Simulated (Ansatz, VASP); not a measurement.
## One calculation of V3Sn, two programs

The input INCAR:

```
  PREC = Accurate
  ENCUT = 520
  EDIFF = 1E-6
  ISMEAR = 0
  SIGMA = 0.1
  LREAL = False
  LASPH = True
  NELM = 100
  ALGO = Normal
  ISIF = 2
  LWAVE = False
  LCHARG = False
  NBANDS = 63
```

Contents of KPOINTS:

```
regular mesh
0
Gamma
  5 5 5
```

Contents of POSCAR:

```
V3Sn
1.0
    4.9310000000      0.0000000000      0.0000000000
    0.0000000000      4.9310000000      0.0000000000
    0.0000000000      0.0000000000      4.9310000000
Sn V
2 6
Direct
    0.0000000000      0.0000000000      0.0000000000
    0.5000000000      0.5000000000      0.5000000000
    0.2500000000      0.0000000000      0.5000000000
    0.5000000000      0.7500000000      0.0000000000
    0.7500000000      0.0000000000      0.5000000000
    0.5000000000      0.2500000000      0.0000000000
    0.0000000000      0.5000000000      0.7500000000
    0.0000000000      0.5000000000      0.2500000000
```

Input for Ansatz:

```yaml
crystal:
  lattice:
    - [4.931, 0.0, 0.0]
    - [0.0, 4.931, 0.0]
    - [0.0, 0.0, 4.931]
  atoms:
    - { symbol: Sn, position: [0.0, 0.0, 0.0] }
    - { symbol: Sn, position: [0.5, 0.5, 0.5] }
    - { symbol: V, position: [0.25, 0.0, 0.5] }
    - { symbol: V, position: [0.5, 0.75, 0.0] }
    - { symbol: V, position: [0.75, 0.0, 0.5] }
    - { symbol: V, position: [0.5, 0.25, 0.0] }
    - { symbol: V, position: [0.0, 0.5, 0.75] }
    - { symbol: V, position: [0.0, 0.5, 0.25] }
hamiltonian:
  xc: lda
  pseudopotentials: { kind: paw }
basis:
  ecutwfc: 420
kpoints:
  mp_grid: { grid: [5, 5, 5] }
scf:
  occupations: { method: gaussian, width: 0.1 }
  lower_state_search: "off"
output:
  forces: true
  stress: true
```

Alike in both runs: task single point; functional LDA; k mesh 5 × 5 × 5; occupations gaussian, width 0.1 eV; no spin polarisation.

```csv
,VASP,Ansatz
version,VASP 6.6.1,Ansatz 0.2.0
potentials or method,"VASP PAW LDA potentials, release 64 (Sn_d, V_sv), cutoff 520 eV","PAW, plane waves, scalar-relativistic"
valence electrons in the cell,106,106
```

```tsv
	VASP	Ansatz	Ansatz less VASP
pressure (GPa)	-7.9	-8.3	-0.42
```

LDA's correlation is that of Perdew and Zunger in VASP and of Perdew and Wang (1992) in Ansatz.
